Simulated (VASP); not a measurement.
# Fe (Fm-3m) in VASP: a series of runs, part 2 of 3

VASP 6.6.1. The steps go on from the part before.

## Step 3: Single point, PBEsol, collinear spin, ferromagnetic start

Input file INCAR:

```
SYSTEM = Fe
  PREC = Accurate
  ENCUT = 600
  EDIFF = 1E-6
  ISMEAR = -1
  SIGMA = 0.1
  LREAL = .FALSE.
  LASPH = .TRUE.
  NELM = 200
  ALGO = Normal
  ISIF = 2
  LWAVE = .FALSE.
  LCHARG = .FALSE.
  ISPIN = 2
  MAGMOM = 4 4
  LORBIT = 11
  LMAXMIX = 4
  GGA = PS
  NBANDS = 19
  ISYM = 0
  GGA_COMPAT = .FALSE.
```

Input file KPOINTS:

```
Automatic mesh
0
G
  6 11 11
  0 0 0
```

Input file POSCAR:

```
Fe
1.0
    0.0000000000      3.5310000000      3.5310000000
    1.7655000000      0.0000000000      1.7655000000
    1.7655000000      1.7655000000      0.0000000000
Fe
2
Direct
    0.0000000000      0.0000000000      0.0000000000
    0.5000000000      0.0000000000      0.0000000000
```

Potentials or basis: VASP PAW PBE potentials, release 64 (Fe).

Started as:

```console
> cat potpaw_PBE.64/Fe/POTCAR > POTCAR
> mpirun -np 1 vasp_std > vasp.out
```

OUTCAR:

```text
SYSTEM = Fe
   PREC = Accurate
   ENCUT = 600
   EDIFF = 1E-6
   ISMEAR = -1
   LREAL = .FALSE.
   LASPH = .TRUE.
   NELM = 200
   ISIF = 2
   ISPIN = 2
   LORBIT = 11
   GGA = PS
   ISYM = 0

 ion  position               nearest neighbor table
   1  0.000  0.000  0.000-   2 2.50   2 2.50   2 2.50   2 2.50   2 2.50   2 2.50
   2  0.500  0.000  0.000-   1 2.50   1 2.50   1 2.50   1 2.50   1 2.50   1 2.50

IMPORTANT INFORMATION: All symmetrisations will be switched off!
NOSYMM: (Re-)initialisation of all symmetry stuff for point group C_1.

----------------------------------------------------------------------------------------

                                     Primitive cell

  volume of cell :      22.0122

  direct lattice vectors                    reciprocal lattice vectors
     0.000000000  3.531000000  3.531000000    -0.141602945  0.141602945  0.141602945
     1.765500000  0.000000000  1.765500000     0.283205891 -0.283205891  0.283205891
     1.765500000  1.765500000  0.000000000     0.283205891  0.283205891 -0.283205891

  length of vectors
     4.993588089  2.496794044  2.496794044     0.245263496  0.490526992  0.490526992

  position of ions in fractional coordinates (direct lattice)
     0.000000000  0.000000000  0.000000000
     0.500000000  0.000000000  0.000000000

  ion indices of the primitive-cell ions
   primitive index   ion index
                 1           1
                 2           2

----------------------------------------------------------------------------------------

 KPOINTS: Automatic mesh

Automatic generation of k-mesh.
 Grid dimensions read from file:
 generate k-points for:    6   11   11

 Generating k-lattice:

  Cartesian coordinates                     Fractional coordinates (reciprocal lattice)
    -0.023600491  0.023600491  0.023600491     0.166666667  0.000000000  0.000000000
     0.025745990 -0.025745990  0.025745990     0.000000000  0.090909091  0.000000000
     0.025745990  0.025745990 -0.025745990     0.000000000  0.000000000  0.090909091

  Length of vectors
     0.040877249  0.044593363  0.044593363

  Shift w.r.t. Gamma in fractional coordinates (k-lattice)
     0.000000000  0.000000000  0.000000000

 -----------------------------------------------------------------------------
|                                                                             |
|           W    W    AA    RRRRR   N    N  II  N    N   GGGG   !!!           |
|           W    W   A  A   R    R  NN   N  II  NN   N  G    G  !!!           |
|           W    W  A    A  R    R  N N  N  II  N N  N  G       !!!           |
|           W WW W  AAAAAA  RRRRR   N  N N  II  N  N N  G  GGG   !            |
|           WW  WW  A    A  R   R   N   NN  II  N   NN  G    G                |
|           W    W  A    A  R    R  N    N  II  N    N   GGGG   !!!           |
|                                                                             |
|     Your reciprocal lattice and k-lattice belong to different lattice       |
|     classes:                                                                |
|                                                                             |
|        The reciprocal lattice is rhombohedral (trigonal),                   |
|        whereas your k-lattice is base-centered monoclinic.                  |
|                                                                             |
|     Results are often still useful ...                                      |
|                                                                             |
 -----------------------------------------------------------------------------

 WARNING: IBZKPT: internal override: KBLOWUP is changed to .FALSE.
      ... skipping the blow-up phase ...

 Subroutine IBZKPT returns following result:
 ===========================================

 Found    364 irreducible k-points:

 Following reciprocal coordinates:
[... 49 lines left out ...]
   NFREE  =      0    steps in history (QN), initial steepest desc. (CG)
   ISIF   =      2    stress and relaxation
   ISYM   =      0    0-nonsym 1-usesym 2-fastsym
   POTIM  = 0.5000    time-step for ionic-motion
   TEBEG  =    0.0;   TEEND  =   0.0 temperature during run
   PSTRESS=    0.0 pullay stress
   NELECT =      16.0000    total number of electrons
   NUPDOWN=      -1.0000    fix difference up-down
   EMIN   =  10.00;   EMAX   =-10.00  energy-range for DOS
   EFERMI =   0.00;   METHOD = LEGACY
   ISMEAR =    -1;   SIGMA  =   0.10  broadening in eV -4-tet -1-fermi 0-gaus
   EFERMI_NEDOS =   21; number of points for ismear=-14 and -15
   IALGO  =     38    algorithm
   IMIX   =      4    mixing-type and parameters
     AMIX     =   0.40;   BMIX     =  1.00
     AMIX_MAG =   1.60;   BMIX_MAG =  1.00
  volume/ion in A,a.u.               =      11.01        74.27
  Fermi-wavevector in a.u.,A,eV,Ry     =   1.471952  2.781587 29.478980  2.166644
  Thomas-Fermi vector in A             =   2.587026
   LORBIT       =     11    0 simple, 1 ext, 2 COOP (PROOUT), +10 PAW based schemes
   GGA     = PS    functional components
   LHFCALC =     F    Hartree Fock is set to
   AEXX    =    0.0000 exact exchange contribution
   IVDW    =     0    specifies the selected vdW correction
   LEPSILON=     F    determine dielectric tensor
   LRPA    =     F    only Hartree local field effects (RPA)
 spin polarized calculation
  energy-cutoff  :      600.00
  volume of cell :       22.01
 maximum number of plane-waves:       748
   NGX = 19   NGY =  9   NGZ =  9

 number of electron      15.9999991 magnetization       2.4149306

 Free energy of the ion-electron system (eV)
  ---------------------------------------------------
  ext. energy  EPLUGINS =         0.00000000
  ---------------------------------------------------
  free energy    TOTEN  =       -17.60276634 eV

  energy without entropy =      -17.48853376  energy(sigma->0) =      -17.54565005

 E-fermi :   5.9568     XC(G=0): -13.4897

 val. band max:        5.9557146491   @ k =   0.1667   0.1818   0.2727
 cond. band min:       5.9572456757   @ k =   0.1667  -0.2727   0.0909
 fundamental gap:      0.0015310266
 Fermi energy:         5.9568329745

 spin component 1

 k-point     1 :       0.0000    0.0000    0.0000
  band No.  band energies     occupation
      1      -2.6802      1.00000
      2       1.1478      1.00000
      3       3.7677      1.00000
      4       3.7680      1.00000
      5       4.0103      1.00000
      6       4.0112      1.00000
[... 517 lines left out ...]
     18      27.8843      0.00000
     19      28.8760      0.00000

 [... further k-points ...]

 spin component 2

 k-point     1 :       0.0000    0.0000    0.0000
  band No.  band energies     occupation
      1      -2.5185      1.00000
      2       1.7352      1.00000
      3       4.9519      0.99996
      4       4.9525      0.99996
      5       4.9546      0.99996
      6       5.0238      0.99991
[... 517 lines left out ...]
     18      28.1874      0.00000
     19      29.2598      0.00000

 [... further k-points ...]

------------------------ aborting loop because EDIFF is reached ----------------------------------------

  FORCE on cell =-STRESS in cart. coord.  units (eV):
  Direction    XX          YY          ZZ          XY          YZ          ZX
  --------------------------------------------------------------------------------------
  -------------------------------------------------------------------------------------
  Total       -2.4339430     -2.4287890     -2.4287450     -0.0043757      0.0006445     -0.0043765
  in kB     -177.1568013   -176.7816650   -176.7784590     -0.3184858      0.0469094     -0.3185489
  external PRESSURE =    -176.9056418 kB  Pullay stress =       0.0000000 kB

 VOLUME and BASIS-vectors are now :
 -----------------------------------------------------------------------------
  energy-cutoff  :      600.00
  volume of cell :       22.01
      direct lattice vectors                 reciprocal lattice vectors
     0.000000000  3.531000000  3.531000000    -0.141602945  0.141602945  0.141602945
     1.765500000  0.000000000  1.765500000     0.283205891 -0.283205891  0.283205891
     1.765500000  1.765500000  0.000000000     0.283205891  0.283205891 -0.283205891

 POSITION                                       TOTAL-FORCE (eV/Angst)
 -----------------------------------------------------------------------------------
      0.00000      0.00000      0.00000         0.000000      0.000000      0.000000
      0.00000      1.76550      1.76550        -0.000000     -0.000000     -0.000000
 -----------------------------------------------------------------------------------
    total drift:                               -0.000000     -0.000000      0.000000

  FREE ENERGIE OF THE ION-ELECTRON SYSTEM (eV)
  ---------------------------------------------------
  free  energy   TOTEN  =       -17.6027663372 eV

  energy  without entropy=      -17.4885337594  energy(sigma->0) =      -17.54565005

 total charge

# of ion       s       p       d       tot
------------------------------------------
    1        0.505   0.568   6.262   7.335
    2        0.505   0.568   6.262   7.335
--------------------------------------------------
tot          1.010   1.136  12.523  14.670

 magnetization (x)

# of ion       s       p       d       tot
------------------------------------------
    1       -0.008  -0.021   1.225   1.195
    2       -0.008  -0.021   1.225   1.195
--------------------------------------------------
tot         -0.016  -0.043   2.449   2.390
```

Wall time 2.9 min (1 thread of Intel Xeon 6975P-C (Granite Rapids), shared host); peak memory 0.36 GiB.

Results:

```yaml
Free_energy: -17.6028 eV
Pressure: -17.7 GPa
Net_moment: 2.41 μB per cell
Site_moments: Fe +1.20 μB
Valence_electrons_inside_the_program's_atomic_spheres: Fe 7.33
```

Caveat: the cell stands under tension; the PAW data sets were made with another functional, which shifts forces and pressure a little.

[end of part 2 of 3]
